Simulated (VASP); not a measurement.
Crystal: ZnCu.

```
CELL_PARAMETERS angstrom
2.94500 0.00000 0.00000
0.00000 2.94500 0.00000
0.00000 0.00000 2.94500
ATOMIC_POSITIONS crystal
Zn 0.50000 0.50000 0.50000
Cu 0.00000 0.00000 0.00000
```

Base run:

* Program: VASP 6.6.1
* Functional: PBEsol
* Potentials or basis: VASP PAW PBE potentials, release 64 (Zn, Cu)
* Cutoff: 520 eV
* k mesh: 9 × 9 × 9
* Occupations: fermi-dirac, width 0.05 eV
* Spin: no spin polarisation

Its results: pressure -3.8 GPa.

After a change of settings the same cell gave: pressure 10.9 GPa. Which change was it?
A. functional from PBEsol to BLYP; k mesh from 9 × 9 × 9 to 5 × 5 × 5
B. dispersion from none to D3(BJ)
C. k mesh from 9 × 9 × 9 to 5 × 5 × 5; further incar settings from ALGO = Fast; EDIFF = 1e-06; NBANDS = 18 to ALGO = Normal; EDIFF = 1e-06; NBANDS = 18
D. further incar settings from ALGO = Fast; EDIFF = 1e-06; NBANDS = 18 to ALGO = Normal; EDIFF = 1e-06; NBANDS = 18

A.

Caveats: some runs use coarse meshes; the PAW data sets were made with another functional, which shifts forces and pressure a little.
